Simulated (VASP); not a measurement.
Here is a VASP 6.6.1 calculation.

File INCAR:

```
PREC = Accurate
ENCUT = 600
EDIFF = 1E-7
ISMEAR = -1
SIGMA = 0.1
LREAL = False
LASPH = True
NELM = 60
ALGO = Normal
ISIF = 3
LWAVE = False
LCHARG = False
GGA = PE
IBRION = 2
NSW = 32
EDIFFG = -0.005
PSTRESS = 680.0
```

KPOINTS

```
regular mesh
0
Gamma
  18 18 16
```

Contents of POSCAR:

```
Ti
1.0
    2.4286146611      0.0000000000      0.0000000000
   -1.2143073306      2.1032419925      0.0000000000
    0.0000000000      0.0000000000      2.3712706481
Ti
1
Direct
    0.0000000000      0.0000000000      0.0000000000
```

Potentials or basis: VASP PAW PBE potentials, release 64 (Ti_sv).

Run with:

```bash
$ cat potpaw_PBE.64/Ti_sv/POTCAR > POTCAR
$ mpirun -np 1 vasp_std > vasp.out
```

Problem. Predict the band gap on the k mesh.

Solution. Zero (bands 6 and 7 overlap by 1.26 eV).

Problem. Predict the relaxed volume.

Solution. 12.09 Å³/atom.

Final structure:
```
CELL_PARAMETERS angstrom
2.42715 0.00000 0.00000
-1.21357 2.10197 0.00000
0.00000 0.00000 2.37002
ATOMIC_POSITIONS crystal
Ti 0.00000 0.00000 0.00000
```

Caveat: the cell is relaxed towards a set pressure, so the run minimises the enthalpy, not the energy.
